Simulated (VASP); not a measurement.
A run of VASP 6.6.1 is set up as follows.

The input INCAR:

```
PREC = Accurate
ENCUT = 520
EDIFF = 1E-6
ISMEAR = 0
SIGMA = 0.05
LREAL = False
LASPH = True
NELM = 80
ALGO = Normal
ISIF = 2
LWAVE = False
LCHARG = True
GGA = PE
LELF = True
LVHAR = True
NBANDS = 16
```

Contents of KPOINTS:

```
regular mesh
0
Gamma
  10 10 10
```

The input POSCAR:

```
Si
1.0
   -3.4292227980      3.4292227980      1.9786784298
    3.4292227980     -3.4292227980      1.9786784298
    3.4292227980      3.4292227980     -1.9786784298
Si
4
Direct
    0.1786105076      0.1786105076      0.3572210152
    0.8213894924      0.8213894924      0.6427789848
    0.1786105076      0.8213894924      0.0000000000
    0.8213894924      0.1786105076      0.0000000000
```

Potentials or basis: VASP PAW PBE potentials, release 64 (Si).

Run with:

```console
$ cat potpaw_PBE.64/Si/POTCAR > POTCAR
$ mpirun -np 1 vasp_std > vasp.out
```

(1) Estimate the largest force.

(2) Predict the band gap on the k mesh.

(3) Estimate the pressure.

Results:

(1) 0.095 eV/Å.

(2) 0.44 eV (least direct gap 0.50 eV).

(3) -5.2 GPa.

Caveat: the cell stands under tension; semilocal functionals underestimate gaps, and a narrow one can read as zero.
